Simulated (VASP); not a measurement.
Write the native input for VASP 6.6.1 that does the following.

```
Task                   : single point
Functional             : PBEsol
Potentials or basis    : VASP PAW PBE potentials, release 64 (Ti_sv, Al)
Cutoff                 : 520 eV
k mesh                 : 24 × 24 × 14
Occupations            : gaussian, width 0.15 eV
Spin                   : no spin polarisation
Dipole correction      : no
Further INCAR settings : ALGO = Fast; EDIFF = 1e-07; NBANDS = 14
```

The structure of TiAl lies in POSCAR:

```
TiAl
1.0
    3.0756469875      0.0000000000      0.0000000000
   -1.5378234937      2.6635884242      0.0000000000
    0.0000000000      0.0000000000      4.4351469498
Ti Al
1 1
Direct
    0.0000000000      0.0000000000      0.0000000000
    0.3333333333      0.6666666667      0.5000000000
```

This cell differs from its parent crystal: strain +0.080 along x and y, -0.040 along z.

One way to write it, as run:

INCAR

```
PREC = Accurate
ENCUT = 520
EDIFF = 1E-7
ISMEAR = 0
SIGMA = 0.15
LREAL = F
LASPH = T
NELM = 100
ALGO = Fast
ISIF = 2
LWAVE = F
LCHARG = F
GGA = PS
NBANDS = 14
```

KPOINTS

```
regular mesh
0
Gamma
  24 24 14
```

Potentials or basis: VASP PAW PBE potentials, release 64 (Ti_sv, Al).

Launch:

```sh
$ cat potpaw_PBE.64/Ti_sv/POTCAR potpaw_PBE.64/Al/POTCAR > POTCAR
$ mpirun -np 1 vasp_std > vasp.out
```

It gave:

```
Pressure               : -8.5 GPa
Band gap on the k mesh : zero (an odd number of electrons rules out a gap without spin polarisation)
```

Caveat: the cell differs from its parent crystal (strain +0.080 along x and y, -0.040 along z); the stress differs along the axes, from -12 to -2 GPa; the PAW data sets were made with another functional, which shifts forces and pressure a little.

Wall time 16 min on 1 thread of Intel Xeon 8259CL (shared host), peak memory 0.37 GiB.
